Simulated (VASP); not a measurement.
# K (Im-3m) in VASP: notebook

The runs below take K through single point, with PBE, LDA.

Everything below comes from runs of VASP 6.6.1. Logs are shortened: lines on timing, memory, paths and dates and some standing lists are left out, and cuts for length are marked.

### Step 1. The cell of the first run

Symmetry: Im-3m, No. 229, cubic system. The conventional cell has a = 5.236 Å, b = 5.236 Å, c = 5.236 Å, α = 90.00°, β = 90.00°, γ = 90.00°.

### Step 2. Single point, PBE

File INCAR:

```
SYSTEM = K
  PREC = Accurate
  ENCUT = 520
  EDIFF = 1E-6
  ISMEAR = 0
  SIGMA = 0.27211386245988
  LREAL = .False.
  LASPH = .True.
  NELM = 80
  ALGO = Normal
  ISIF = 2
  LWAVE = .False.
  LCHARG = .False.
  GGA = PE
  NBANDS = 10
```

File KPOINTS:

```
Automatic mesh
0
Gamma
  6 6 6
  0 0 0
```

File POSCAR:

```
K
1.0
   -2.6180000000      2.6180000000      2.6180000000
    2.6180000000     -2.6180000000      2.6180000000
    2.6180000000      2.6180000000     -2.6180000000
K
1
Direct
    0.0000000000      0.0000000000      0.0000000000
```

Potentials or basis: VASP PAW PBE potentials, release 64 (K_sv).

Run with:

```console
$ cat potpaw_PBE.64/K_sv/POTCAR > POTCAR
$ mpirun -np 1 vasp_std > vasp.out
```

OUTCAR:

```text
SYSTEM = K
   PREC = Accurate
   ENCUT = 520
   EDIFF = 1E-6
   ISMEAR = 0
   LREAL = .False.
   LASPH = .True.
   NELM = 80
   ISIF = 2
   GGA = PE

 ion  position               nearest neighbor table
   1  0.000  0.000  0.000-

  LATTYP: Found a body centered cubic cell.
 ALAT       =     5.2360000000

  Lattice vectors:

 A1 = (  -2.6180000000,   2.6180000000,   2.6180000000)
 A2 = (   2.6180000000,  -2.6180000000,   2.6180000000)
 A3 = (   2.6180000000,   2.6180000000,  -2.6180000000)

Analysis of symmetry for initial positions (statically):
=====================================================================
 Subroutine PRICEL returns:
 Original cell was already a primitive cell.

 Routine SETGRP: Setting up the symmetry group for a
 body centered cubic supercell.

 Subroutine GETGRP returns: Found 48 space group operations
[... 9 lines left out ...]

 Routine SETGRP: Setting up the symmetry group for a
 body centered cubic supercell.

 Subroutine GETGRP returns: Found 48 space group operations
[... 11 lines left out ...]
                                     Primitive cell

  volume of cell :      71.7743

  direct lattice vectors                    reciprocal lattice vectors
    -2.618000000  2.618000000  2.618000000     0.000000000  0.190985485  0.190985485
     2.618000000 -2.618000000  2.618000000     0.190985485  0.000000000  0.190985485
     2.618000000  2.618000000 -2.618000000     0.190985485  0.190985485  0.000000000

  length of vectors
     4.534509014  4.534509014  4.534509014     0.270094263  0.270094263  0.270094263

  position of ions in fractional coordinates (direct lattice)
     0.000000000  0.000000000  0.000000000

  ion indices of the primitive-cell ions
   primitive index   ion index
                 1           1

----------------------------------------------------------------------------------------

 KPOINTS: Automatic mesh

Automatic generation of k-mesh.
 Grid dimensions read from file:
 generate k-points for:    6    6    6

 Generating k-lattice:

  Cartesian coordinates                     Fractional coordinates (reciprocal lattice)
     0.000000000  0.031830914  0.031830914     0.166666667  0.000000000  0.000000000
     0.031830914  0.000000000  0.031830914     0.000000000  0.166666667  0.000000000
     0.031830914  0.031830914  0.000000000     0.000000000  0.000000000  0.166666667

  Length of vectors
     0.045015711  0.045015711  0.045015711

  Shift w.r.t. Gamma in fractional coordinates (k-lattice)
     0.000000000  0.000000000  0.000000000

 Subroutine IBZKPT returns following result:
 ===========================================

 Found     16 irreducible k-points:

 Following reciprocal coordinates:
            Coordinates               Weight
  0.000000  0.000000  0.000000      1.000000
  0.166667  0.000000  0.000000     12.000000
  0.333333  0.000000  0.000000     12.000000
  0.500000  0.000000  0.000000      6.000000
  0.166667  0.166667  0.000000     24.000000
  0.333333  0.166667  0.000000     48.000000
[... 8 lines left out ...]
  0.500000  0.500000  0.333333     12.000000
  0.500000  0.500000  0.500000      1.000000
   k-points           NKPTS =     16   k-points in BZ     NKDIM =     16   number of bands    NBANDS=     10
   number of dos      NEDOS =    301   number of ions     NIONS =      1
   total plane-waves  NPLWV =  46656
   dimension x,y,z NGX =    36 NGY =   36 NGZ =   36
   dimension x,y,z NGXF=    72 NGYF=   72 NGZF=   72
   ions per type =               1
   NGX,Y,Z   is equivalent  to a cutoff of  13.20, 13.20, 13.20 a.u.
   NGXF,Y,Z  is equivalent  to a cutoff of  26.40, 26.40, 26.40 a.u.
 SYSTEM =  K
   PREC   = accura    normal or accurate (medium, high low for compatibility)
   ISTART =      0    job   : 0-new  1-cont  2-samecut
   ICHARG =      2    charge: 1-file 2-atom 10-const
   ISPIN  =      1    spin polarized calculation?
   LNONCOLLINEAR =      F non collinear calculations
   LSORBIT =      F    spin-orbit coupling
   LASPH  =      T    aspherical Exc in radial PAW
   ENCUT  =  520.0 eV  38.22 Ry    6.18 a.u.   8.43  8.43  8.43*2*pi/ulx,y,z
   NELM   =     80;   NELMIN=  2; NELMDL= -5     # of ELM steps
   EDIFF  = 0.1E-05   stopping-criterion for ELM
   LREAL  =      F    real-space projection
   EDIFFG = 0.1E-04   stopping-criterion for IOM
   NSW    =      0    number of steps for IOM
   IBRION =     -1    ionic relax: 0-MD 1-quasi-New 2-CG
   NFREE  =      0    steps in history (QN), initial steepest desc. (CG)
   ISIF   =      2    stress and relaxation
   ISYM   =      2    0-nonsym 1-usesym 2-fastsym
   POTIM  = 0.5000    time-step for ionic-motion
   TEBEG  =    0.0;   TEEND  =   0.0 temperature during run
   PSTRESS=    0.0 pullay stress
   NELECT =       9.0000    total number of electrons
   NUPDOWN=      -1.0000    fix difference up-down
   EMIN   =  10.00;   EMAX   =-10.00  energy-range for DOS
   EFERMI =   0.00;   METHOD = LEGACY
   ISMEAR =     0;   SIGMA  =   0.27  broadening in eV -4-tet -1-fermi 0-gaus
   EFERMI_NEDOS =   21; number of points for ismear=-14 and -15
   IALGO  =     38    algorithm
   IMIX   =      4    mixing-type and parameters
     AMIX     =   0.40;   BMIX     =  1.00
     AMIX_MAG =   1.60;   BMIX_MAG =  1.00
  volume/ion in A,a.u.               =      71.77       484.36
  Fermi-wavevector in a.u.,A,eV,Ry     =   0.819406  1.548454  9.135317  0.671427
  Thomas-Fermi vector in A             =   1.930206
   LORBIT       =      0    0 simple, 1 ext, 2 COOP (PROOUT), +10 PAW based schemes
   GGA     = PE    functional components
   LHFCALC =     F    Hartree Fock is set to
   AEXX    =    0.0000 exact exchange contribution
   IVDW    =     0    specifies the selected vdW correction
   LEPSILON=     F    determine dielectric tensor
   LRPA    =     F    only Hartree local field effects (RPA)
 non-spin polarized calculation
 Gauss-broadening in eV      SIGMA  =   0.27
  energy-cutoff  :      520.00
  volume of cell :       71.77
 maximum number of plane-waves:      1961
 NGX is ok and might be reduce to    36
   NGX = 17   NGY = 17   NGZ = 17

 number of electron       9.0000001 magnetization

 Free energy of the ion-electron system (eV)
  ---------------------------------------------------
  ext. energy  EPLUGINS =         0.00000000
  ---------------------------------------------------
  free energy    TOTEN  =        -1.05429778 eV

  energy without entropy =       -1.01591466  energy(sigma->0) =       -1.03510622

 E-fermi :  -0.0591     XC(G=0):  -5.7103

 val. band max:       -0.3119152769   @ k =   0.1667   0.1667   0.1667
 cond. band min:      -0.0317830463   @ k =   0.3333   0.1667   0.0000
 fundamental gap:      0.2801322305
 Fermi energy:        -0.0591291207

 k-point     1 :       0.0000    0.0000    0.0000
  band No.  band energies     occupation
      1     -32.1818      2.00000
      2     -15.6297      2.00000
      3     -15.6297      2.00000
      4     -15.6297      2.00000
      5      -2.2566      2.00000
      6       4.2531      0.00000
      7       4.2531      0.00000
      8       4.2531      0.00000
      9       5.1782      0.00000
     10       5.1782      0.00000

 k-point     2 :       0.1667    0.0000    0.0000
  band No.  band energies     occupation
      1     -32.1806      2.00000
      2     -15.6483      2.00000
      3     -15.6359      2.00000
      4     -15.6296      2.00000
      5      -1.9080      2.00000
      6       3.6181      0.00000
      7       3.8694      0.00000
      8       4.5348      0.00000
      9       4.9298      0.00000
     10       5.1201      0.00000

 k-point     3 :       0.3333    0.0000    0.0000
  band No.  band energies     occupation
      1     -32.1783      2.00000
      2     -15.6851      2.00000
      3     -15.6482      2.00000
      4     -15.6296      2.00000
      5      -0.9270      1.99999
      6       2.1051      0.00000
      7       3.3232      0.00000
      8       5.0234      0.00000
      9       5.2416      0.00000
     10       5.3468      0.00000

 k-point     4 :       0.5000    0.0000    0.0000
  band No.  band energies     occupation
      1     -32.1771      2.00000
      2     -15.7033      2.00000
      3     -15.6544      2.00000
      4     -15.6296      2.00000
      5       0.3801      0.02244
      6       0.6354      0.00031
      7       3.1083      0.00000
      8       4.8534      0.00000
      9       5.7128      0.00000
     10       5.9543      0.00000

 k-point     5 :       0.1667    0.1667    0.0000
  band No.  band energies     occupation
      1     -32.1789      2.00000
      2     -15.6733      2.00000
      3     -15.6436      2.00000
      4     -15.6339      2.00000
      5      -1.2416      2.00000
      6       2.7796      0.00000
      7       3.1739      0.00000
      8       4.8100      0.00000
      9       4.9212      0.00000
     10       5.5105      0.00000

 k-point     6 :       0.3333    0.1667    0.0000
  band No.  band energies     occupation
      1     -32.1771      2.00000
      2     -15.6939      2.00000
      3     -15.6581      2.00000
      4     -15.6354      2.00000
      5      -0.0318      0.88698
      6       1.4548      0.00000
      7       2.6745      0.00000
      8       4.6521      0.00000
      9       5.3189      0.00000
     10       5.7415      0.00000
[... 79 lines left out ...]
 k-point    13 :      -0.3333    0.5000    0.1667
  band No.  band energies     occupation
      1     -32.1758      2.00000
      2     -15.6890      2.00000
      3     -15.6727      2.00000
      4     -15.6486      2.00000
      5       0.5023      0.00352
      6       1.6413      0.00000
      7       2.3812      0.00000
      8       4.2179      0.00000
      9       4.7022      0.00000
     10       5.7751      0.00000

 k-point    14 :      -0.3333    0.3333    0.3333
  band No.  band energies     occupation
      1     -32.1754      2.00000
      2     -15.6781      2.00000
      3     -15.6688      2.00000
      4     -15.6688      2.00000
      5       0.2291      0.13413
      6       2.1422      0.00000
      7       3.4027      0.00000
      8       3.4027      0.00000
      9       4.0297      0.00000
     10       5.6705      0.00000

 k-point    15 :       0.5000    0.5000    0.3333
  band No.  band energies     occupation
      1     -32.1744      2.00000
      2     -15.6879      2.00000
      3     -15.6757      2.00000
      4     -15.6696      2.00000
      5       1.2246      0.00000
      6       1.4480      0.00000
      7       2.9930      0.00000
      8       3.3884      0.00000
      9       4.1737      0.00000
     10       6.1900      0.00000

 k-point    16 :       0.5000    0.5000    0.5000
  band No.  band energies     occupation
      1     -32.1735      2.00000
      2     -15.6827      2.00000
      3     -15.6827      2.00000
      4     -15.6827      2.00000
      5       1.5953      0.00000
      6       1.5953      0.00000
      7       3.4781      0.00000
      8       3.4781      0.00000
      9       3.4781      0.00000
     10       5.6020      0.00000

------------------------ aborting loop because EDIFF is reached ----------------------------------------

  FORCE on cell =-STRESS in cart. coord.  units (eV):
  Direction    XX          YY          ZZ          XY          YZ          ZX
  --------------------------------------------------------------------------------------
  -------------------------------------------------------------------------------------
  Total        0.0565345      0.0565345      0.0565345      0.0000000      0.0000000     -0.0000000
  in kB        1.2619877      1.2619877      1.2619877      0.0000000      0.0000000     -0.0000000
  external PRESSURE =       1.2619877 kB  Pullay stress =       0.0000000 kB

 VOLUME and BASIS-vectors are now :
 -----------------------------------------------------------------------------
  energy-cutoff  :      520.00
  volume of cell :       71.77
      direct lattice vectors                 reciprocal lattice vectors
    -2.618000000  2.618000000  2.618000000     0.000000000  0.190985485  0.190985485
     2.618000000 -2.618000000  2.618000000     0.190985485  0.000000000  0.190985485
     2.618000000  2.618000000 -2.618000000     0.190985485  0.190985485  0.000000000

 POSITION                                       TOTAL-FORCE (eV/Angst)
 -----------------------------------------------------------------------------------
      0.00000      0.00000      0.00000        -0.000000      0.000000     -0.000000
 -----------------------------------------------------------------------------------
    total drift:                               -0.000000      0.000000      0.000000

  FREE ENERGIE OF THE ION-ELECTRON SYSTEM (eV)
  ---------------------------------------------------
  free  energy   TOTEN  =        -1.0542977791 eV

  energy  without entropy=       -1.0159146570  energy(sigma->0) =       -1.03510622
```

Wall time 19 s (1 thread of Intel Xeon 6975P-C, shared host); peak memory 0.2 GiB.

Results:

```yaml
Free_energy: -1.0543 eV
Pressure: 0.1 GPa
```

### Step 3. Single point, LDA

This run uses another cell than the first one, of 89.72 Å³/atom, 1.250 times its volume.

File INCAR:

```
SYSTEM = K
PREC = Accurate
ENCUT = 520
EDIFF = 1E-6
ISMEAR = 0
SIGMA = 0.1
LREAL = .FALSE.
LASPH = .TRUE.
NELM = 80
ALGO = Fast
ISIF = 2
LWAVE = .FALSE.
LCHARG = .TRUE.
GGA = CA
LELF = .TRUE.
LVHAR = .TRUE.
NBANDS = 10
```

File KPOINTS:

```
regular mesh
0
G
  6 6 6
  0 0 0
```

File POSCAR:

```
K
1.0
   -2.8201550093      2.8201550093      2.8201550093
    2.8201550093     -2.8201550093      2.8201550093
    2.8201550093      2.8201550093     -2.8201550093
K
1
Direct
    0.0000000000      0.0000000000      0.0000000000
```

Potentials or basis: VASP PAW LDA potentials, release 64 (K_sv).

Run with:

```console
$ cat potpaw_LDA.64/K_sv/POTCAR > POTCAR
$ mpirun -np 1 vasp_std > vasp.out
```

Wall time 23 s (1 thread of Intel Xeon 6975P-C, shared host); peak memory 0.17 GiB.

Results (log left out):

```yaml
Free_energy: -1.0701 eV
Pressure: -0.8 GPa
```

Levels at points of the mesh, in eV from the Fermi level:
```tsv
k point	band 2	band 3	band 4	band 5	band 6	band 7
(0.00, 0.00, 0.00)	-15.68	-15.68	-15.68	-1.91	3.93	3.93
(0.50, 0.00, 0.00)	-15.72	-15.69	-15.68	0.37	0.63	2.98
(0.50, 0.50, 0.50)	-15.71	-15.71	-15.71	1.74	1.74	2.96
```
